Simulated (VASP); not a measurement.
Wanted: the native input for a VASP 6.6.1 run.

| Item | Value |
| --- | --- |
| Task | single point |
| Functional | PBE |
| Potentials or basis | VASP PAW PBE potentials, release 64 (Si, W_sv) |
| Cutoff | 520 eV |
| k mesh | 9 × 9 × 6 |
| Occupations | gaussian, width 0.03 eV |
| Spin | no spin polarisation |
| Dipole correction | no |
| Further INCAR settings | ALGO = Normal; EDIFF = 1e-06; NBANDS = 43 |

The structure of Si2W lies in POSCAR:

```
Si2W
1.0
    4.4975331999      0.0000000000      0.0000000000
   -2.2487666000      3.8949780055      0.0000000000
    0.0000000000      0.0000000000      6.9968123992
Si W
6 3
Direct
    0.8425991990      0.6851983979      0.5000000000
    0.1574008010      0.8425991990      0.8333333333
    0.6851983979      0.8425991990      0.1666666667
    0.1574008010      0.3148016021      0.5000000000
    0.8425991990      0.1574008010      0.8333333333
    0.3148016021      0.1574008010      0.1666666667
    0.0000000000      0.5000000000      0.1666666667
    0.5000000000      0.5000000000      0.8333333333
    0.5000000000      0.0000000000      0.5000000000
```

This cell differs from its parent crystal: atoms shifted along a free coordinate, c/a of the conventional cell at fixed volume 1.5557.

The input as run:

INCAR

```
SYSTEM = Si2W
ALGO = Normal
EDIFF = 1E-6
ENCUT = 520
GGA = PE
ISIF = 2
ISMEAR = 0
LASPH = .True.
LCHARG = .True.
LELF = .True.
LREAL = .False.
LVHAR = .True.
LWAVE = .False.
NBANDS = 43
NELM = 80
PREC = Accurate
SIGMA = 0.03
```

KPOINTS

```
k-points
0
Gamma
  9 9 6
  0 0 0
```

Potentials or basis: VASP PAW PBE potentials, release 64 (Si, W_sv).

Command:

```sh
$ cat potpaw_PBE.64/Si/POTCAR potpaw_PBE.64/W_sv/POTCAR > POTCAR
$ mpirun -np 1 vasp_std > vasp.out
```

It gave:

The pressure is 1.4 GPa, the largest force is 1.108 eV/Å and the band gap on the k mesh is 0.34 eV (least direct gap 0.85 eV).

Caveat: spin-orbit coupling is left out, which moves the levels of the heavy elements; an odd mesh through Γ misses points on the zone boundary, where band edges can lie; forces of over 1 eV/Å act on the atoms, so gaps and moduli don't describe the material at rest.

It took 5.5 min on 1 thread of AMD EPYC 7R13, on a shared host, peak memory 0.33 GiB.
